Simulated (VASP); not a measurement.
# H4C19 in VASP: notebook, part 2 of 2

VASP 6.6.1.

**3. Single point, PBE+D3(BJ)**

Input file INCAR:

```
PREC = Accurate
ENCUT = 520
EDIFF = 1E-6
ISMEAR = 0
SIGMA = 0.02
LREAL = Auto
LASPH = T
NELM = 80
ALGO = Normal
ISIF = 2
LWAVE = F
LCHARG = F
GGA = PE
IVDW = 12
NBANDS = 57
```

Input file KPOINTS:

```
regular mesh
0
Gamma
  2 2 1
```

Input file POSCAR:

```
H4C19
1.0
    7.3980000000      0.0000000000      0.0000000000
   -3.6990000000      6.4068560000      0.0000000000
    0.0000000000      0.0000000000     13.0000000000
C H
19 4
Direct
   -0.0016341889      0.0035277834      0.0559315385
    0.2221377037      0.1154024689      0.0561561538
   -0.0014561101      0.3389985665      0.0560598462
    0.2219977801      0.4507449520      0.0560650769
    0.0005301707      0.6721933504      0.0561008462
    0.2200173123      0.7819137811      0.0560343077
    0.3318922140      0.0056714245      0.0560633077
    0.5553395020      0.1173767601      0.0558794615
    0.3338734736      0.3388548143      0.0561183077
    0.5533580676      0.4486169191      0.0559816923
    0.3317700635      0.6702243659      0.0557990769
    0.5555003997      0.7820951493      0.0553256154
    0.6671990545      0.0054908367      0.0554348462
    0.8866448675      0.1152329629      0.0557330000
    0.6650577447      0.3368616370      0.0560612308
    0.8888177411      0.4487474043      0.0560964615
    0.6652152409      0.6723742503      0.0555516923
    0.8886318878      0.7840691284      0.0558544615
    0.6717159937      0.8656823253      0.3205600769
    0.8166600830      0.9932074328      0.2887094615
    0.5401652499      0.8841974909      0.2961810000
    0.6490481946      0.7164156647      0.2920948462
    0.6808399230      0.8688520547      0.4046697692
```

Potentials or basis: VASP PAW PBE potentials, release 64 (C, H).

On the command line:

```sh
cat potpaw_PBE.64/C/POTCAR potpaw_PBE.64/H/POTCAR > POTCAR
mpirun -np 1 vasp_std > vasp.out
```

OUTCAR:

```text
PREC = Accurate
   ENCUT = 520
   EDIFF = 1E-6
   ISMEAR = 0
   LREAL = Auto
   LASPH = T
   NELM = 80
   ISIF = 2
   GGA = PE
   IVDW = 12
 IVDW          = 12

 ion  position               nearest neighbor table
   1  0.998  0.004  0.056-  18 1.41  14 1.43   2 1.43
   2  0.222  0.115  0.056-   7 1.41   9 1.43   1 1.43
   3  0.999  0.339  0.056-  16 1.41   4 1.43  14 1.43
   4  0.222  0.451  0.056-  11 1.41   3 1.43   9 1.43
   5  0.001  0.672  0.056-   6 1.41  16 1.43  18 1.43
   6  0.220  0.782  0.056-   5 1.41  11 1.43   7 1.43
[... 10 lines left out ...]
  17  0.665  0.672  0.056-  12 1.41  18 1.43  10 1.43
  18  0.889  0.784  0.056-   1 1.41  17 1.43   5 1.43
  19  0.672  0.866  0.321-  23 1.10  22 1.10  21 1.10  20 1.10
  20  0.817  0.993  0.289-  19 1.10
  21  0.540  0.884  0.296-  19 1.10
  22  0.649  0.716  0.292-  19 1.10
  23  0.681  0.869  0.405-  19 1.10

  LATTYP: Found a hexagonal cell.
 ALAT       =     7.3980000000
 C/A-ratio  =     1.7572316842

[... 205 lines left out ...]
 cond. band min:      -1.6189051591   @ k =   0.0000   0.0000   0.0000
 fundamental gap:      0.2212324820
 Fermi energy:        -1.7306931206

 k-point     1 :       0.0000    0.0000    0.0000
  band No.  band energies     occupation
      1     -21.2519      2.00000
      2     -18.7154      2.00000
      3     -18.7147      2.00000
      4     -18.7047      2.00000
      5     -18.7044      2.00000
      6     -18.5816      2.00000
[... 209 lines left out ...]
     51       3.6958      0.00000
     52       4.0262      0.00000
 [bands above 52 left out]

------------------------ aborting loop because EDIFF is reached ----------------------------------------

 Edisp (eV)   -1.78140

 E8    (eV) :    -0.5393

  FORCE on cell =-STRESS in cart. coord.  units (eV):
  Direction    XX          YY          ZZ          XY          YZ          ZX
  --------------------------------------------------------------------------------------
  -------------------------------------------------------------------------------------
  Total       1.08892     1.09836    -0.14589    -0.01066    -0.01295    -0.00666
  in kB       2.83142     2.85596    -0.37934    -0.02771    -0.03368    -0.01732
  external pressure =        1.77 kB  Pullay stress =        0.00 kB

 VOLUME and BASIS-vectors are now :
 -----------------------------------------------------------------------------
  energy-cutoff  :      520.00
  volume of cell :      616.17
      direct lattice vectors                 reciprocal lattice vectors
     7.398000000  0.000000000  0.000000000     0.135171668  0.078041398  0.000000000
    -3.699000000  6.406856000  0.000000000     0.000000000  0.156082796  0.000000000
     0.000000000  0.000000000 13.000000000     0.000000000  0.000000000  0.076923077

 POSITION                                       TOTAL-FORCE (eV/Angst)
 -----------------------------------------------------------------------------------
      7.37286      0.02260      0.72711         0.011004      0.025116      0.001448
      1.21650      0.73937      0.73003        -0.022463      0.008129     -0.001022
      6.13327      2.17191      0.72878         0.029446     -0.013192     -0.001416
     -0.02497      2.88786      0.72885         0.001674     -0.032169      0.000399
     -2.48252      4.30665      0.72931        -0.020895     -0.011573     -0.000536
     -1.26461      5.00961      0.72845         0.025626      0.019100     -0.001461
[... 15 lines left out ...]
      2.15164      4.58997      3.79723         0.008829     -0.021762     -0.005161
      1.82297      5.56661      5.26071         0.003011      0.000428      0.021555
 -----------------------------------------------------------------------------------
    total drift:                               -0.020136      0.025716     -0.000951

  FREE ENERGIE OF THE ION-ELECTRON SYSTEM (eV)
  ---------------------------------------------------
  free  energy   TOTEN  =      -191.4264040623 eV

  energy  without entropy=     -191.4264040623  energy(sigma->0) =     -191.42640406
```

stdout:

```text
POSCAR found type information on POSCAR C H
 POSCAR found :  2 types and      23 ions
 scaLAPACK will be used
 LDA part: xc-table for (Slater+PW92), standard interpolation
 POSCAR, INCAR and KPOINTS ok, starting setup
 FFT: planning ... GRIDC
 FFT: planning ... GRID_SOFT
 FFT: planning ... GRID
 WAVECAR not read
 entering main loop
```

Run time: 4 min. Hardware: 1 thread of AMD EPYC 7R43 (Zen 3), shared host; peak memory 0.58 GiB.

Results:

```yaml
Free_energy: -191.4264 eV
Largest_force: 0.037 eV/Å
Band_gap_on_the_k_mesh: 0.22 eV, direct
Dispersion_energy_per_atom: -0.077 eV
```

Forces in eV/Å, atoms in the order of the input:
```
C    0.011  0.025  0.001
C   -0.022  0.008 -0.001
C    0.029 -0.013 -0.001
C    0.002 -0.032  0.000
C   -0.021 -0.012 -0.001
C    0.026  0.019 -0.001
C    0.025 -0.013 -0.001
C   -0.006 -0.035  0.000
C   -0.019 -0.015  0.000
C    0.023  0.025 -0.001
C   -0.004  0.030  0.004
C   -0.034  0.014  0.000
C   -0.035 -0.009  0.003
C    0.023  0.017 -0.001
C    0.000  0.032  0.001
C   -0.018  0.009  0.000
C    0.020 -0.017  0.002
C    0.007 -0.027 -0.001
C   -0.005  0.000 -0.003
H    0.011  0.013 -0.010
H   -0.022  0.003 -0.005
H    0.009 -0.022 -0.005
H    0.003  0.000  0.022
```

Caveat: the k points lie up to 0.49 Å⁻¹ apart.

**4. Single point, PBE+D3(BJ)**

Input file INCAR:

```
SYSTEM = H4C19
PREC     = Accurate       ! precision mode
ENCUT    = 520            ! plane-wave cutoff, eV
EDIFF    = 1E-6           ! SCF threshold, eV
ISMEAR   = 0              ! smearing method
SIGMA    = 0.02           ! smearing width, eV
LREAL    = Auto         
LASPH    = .TRUE.         ! aspherical terms in the spheres
NELM     = 60             ! most SCF steps
ALGO     = Normal         ! electronic algorithm
ISIF     = 2              ! what is computed and relaxed
LWAVE    = .FALSE.        ! write WAVECAR
LCHARG   = .TRUE.         ! write CHGCAR
GGA      = PE             ! functional
IVDW     = 12             ! dispersion correction
LELF     = .TRUE.         ! ELF
LVHAR    = .TRUE.       
NBANDS   = 57             ! bands
```

Input file KPOINTS:

```
Automatic mesh
0
G
  2 2 1
  0 0 0
```

Input file POSCAR:

```
H4C19
1.0
    7.3980000000      0.0000000000      0.0000000000
   -3.6990000000      6.4068560000      0.0000000000
    0.0000000000      0.0000000000     13.0000000000
C H
19 4
Direct
   -0.0025843391     -0.0001189351      0.0559970769
    0.2222632302      0.1123355980      0.0561249231
   -0.0002609906      0.3348508223      0.0562156154
    0.2199969167      0.4449962665      0.0560616923
   -0.0009643048      0.6659205389      0.0560051538
    0.2206536760      0.7766901582      0.0560757692
    0.3330794935      0.0015236803      0.0561176923
    0.5533244209      0.1116458681      0.0561436154
    0.3324115178      0.3325972989      0.0560033846
    0.5540087098      0.4434137430      0.0557529231
    0.3307975808      0.6665832664      0.0559006154
    0.5556194995      0.7789837949      0.0555670000
    0.6657160084     -0.0007899350      0.0559598462
    0.8873105956      0.1100118373      0.0561320000
    0.6641023505      0.3332617434      0.0560776154
    0.8889220161      0.4456710124      0.0561426154
    0.6664093062      0.6682016889      0.0553869231
    0.8866158680      0.7783020252      0.0556647692
    0.6731943063      0.7158717162      0.3203169231
    0.8196721468      0.8463897113      0.2915586923
    0.5422054492      0.7328237126      0.2932765385
    0.6556993151      0.5688568621      0.2914254615
    0.6751302098      0.7153961319      0.4045551538
```

On the command line:

```sh
cat potpaw_PBE.64/C/POTCAR potpaw_PBE.64/H/POTCAR > POTCAR
mpirun -np 1 vasp_std > vasp.out
```

Run time: 3.5 min. Hardware: 1 thread of AMD EPYC 9R45 (Zen 5), shared host; peak memory 0.59 GiB.

Results (log left out):

```
Free energy                : -191.4283 eV
Largest force              : 0.020 eV/Å
Band gap on the k mesh     : 0.22 eV, direct
Dispersion energy per atom : -0.077 eV
```

Forces in eV/Å, atoms in the order of the input:
```
C    0.009  0.002  0.001
C   -0.002 -0.001  0.001
C   -0.003  0.001  0.002
C    0.005  0.005  0.001
C    0.007  0.004  0.001
C    0.005  0.004  0.003
C   -0.008 -0.011  0.001
C   -0.001 -0.004  0.001
C   -0.006  0.001  0.001
C   -0.008  0.006  0.000
C    0.006  0.009  0.003
C   -0.007 -0.008 -0.003
C   -0.007  0.002  0.000
C   -0.004  0.003  0.001
C    0.005 -0.001  0.000
C    0.006  0.000 -0.001
C   -0.001 -0.001 -0.009
C   -0.001 -0.007 -0.002
C   -0.001 -0.004  0.008
H    0.008  0.013 -0.013
H   -0.014 -0.001 -0.007
H    0.008 -0.014 -0.008
H    0.001  0.002  0.018
```

Levels at points of the mesh, in eV from the valence-band top:
| k point | band 37 | band 38 | band 39 | band 40 | band 41 | band 42 | band 43 | band 44 |
| --- | --- | --- | --- | --- | --- | --- | --- | --- |
| (0.00, 0.00, 0.00) | -2.93 | -2.93 | 0.00 | 0.00 | 0.22 | 0.22 | 3.14 | 4.12 |
| (0.50, 0.00, 0.00) | -2.57 | -2.52 | -2.52 | -2.25 | 1.78 | 2.59 | 2.59 | 2.66 |
| (0.00, 0.50, 0.00) | -2.57 | -2.52 | -2.52 | -2.25 | 1.79 | 2.59 | 2.59 | 2.66 |
| (0.50, 0.50, 0.00) | -2.57 | -2.52 | -2.52 | -2.25 | 1.78 | 2.59 | 2.59 | 2.66 |

Caveat: the k points lie up to 0.49 Å⁻¹ apart.

**5. Single point, PBE+D3(BJ)**

INCAR, as its differences from that of step 4:

```diff
@@ -3,3 +3,3 @@
 ENCUT    = 520            ! plane-wave cutoff, eV
-EDIFF    = 1E-6           ! SCF threshold, eV
+EDIFF    = 1E-7           ! SCF threshold, eV
 ISMEAR   = 0              ! smearing method
```

Input file KPOINTS:

```
regular mesh
0
G
  2 2 1
  0 0 0
```

Input file POSCAR:

```
H4C19
1.0
    7.3980000000      0.0000000000      0.0000000000
   -3.6990000000      6.4068560000      0.0000000000
    0.0000000000      0.0000000000     13.0000000000
C H
19 4
Direct
   -0.0023385934     -0.0001935427      0.0556696923
    0.2226098219      0.1122964212      0.0557881538
   -0.0001749239      0.3350581003      0.0558090000
    0.2204547883      0.4453853809      0.0557274615
   -0.0004333819      0.6662570534      0.0557000769
    0.2206972571      0.7767989479      0.0557191538
    0.3331722075      0.0017393867      0.0557551538
    0.5537950487      0.1120296757      0.0557344615
    0.3329271938      0.3329241363      0.0557203846
    0.5540484419      0.4435175381      0.0555540769
    0.3310382762      0.6665028838      0.0555586154
    0.5559670796      0.7789603824      0.0552681538
    0.6662407705     -0.0004535766      0.0555318462
    0.8873499976      0.1101228122      0.0557132308
    0.6643514638      0.3331698106      0.0557486154
    0.8892683303      0.4456266849      0.0557684615
    0.6664973855      0.6684248873      0.0552391538
    0.8870950956      0.7787022215      0.0554630769
    0.6721785578      0.7708859072      0.3214920000
    0.8183668776      0.8999462451      0.2915205385
    0.5411144573      0.7883592202      0.2950416923
    0.6526250942      0.6226056899      0.2932356923
    0.6764719115      0.7725299273      0.4057033846
```

On the command line:

```sh
cat potpaw_PBE.64/C/POTCAR potpaw_PBE.64/H/POTCAR > POTCAR
mpirun -np 1 vasp_std > vasp.out
```

It took 4 min on 1 thread of AMD EPYC 9R45 (Zen 5), shared host; peak memory 0.59 GiB.

It converged, with:

| Quantity | Value |
| --- | --- |
| Free energy | -191.4278 eV |
| Largest force | 0.022 eV/Å |
| Band gap on the k mesh | 0.22 eV, direct |
| Dispersion energy per atom | -0.077 eV |

Forces in eV/Å, atoms in the order of the input:
```
C    0.000  0.004  0.003
C   -0.008 -0.001  0.000
C    0.003 -0.001  0.003
C    0.010  0.006  0.003
C    0.003  0.005  0.004
C    0.009 -0.001  0.004
C   -0.001 -0.016  0.002
C    0.007 -0.006  0.002
C   -0.007  0.009  0.004
C   -0.003  0.004  0.000
C    0.005  0.009  0.003
C   -0.016 -0.009 -0.010
C   -0.005  0.005  0.001
C   -0.002  0.000  0.000
C   -0.001  0.002  0.000
C    0.000  0.005  0.000
C    0.007 -0.004 -0.007
C    0.000 -0.004  0.002
C   -0.007 -0.013 -0.009
H    0.007  0.008 -0.014
H   -0.006 -0.001 -0.005
H    0.003 -0.006 -0.004
H    0.003  0.004  0.021
```

Levels at points of the mesh, in eV from the valence-band top:
```csv
k point,band 38,band 39,band 40,band 41,band 42,band 43
"(0.00, 0.00, 0.00)",-2.93,0.00,0.00,0.22,0.22,3.14
"(0.50, 0.00, 0.00)",-2.52,-2.52,-2.25,1.78,2.59,2.59
"(0.00, 0.50, 0.00)",-2.52,-2.52,-2.25,1.78,2.59,2.59
"(0.50, 0.50, 0.00)",-2.52,-2.52,-2.25,1.78,2.59,2.59
```

Caveat: the k points lie up to 0.49 Å⁻¹ apart.
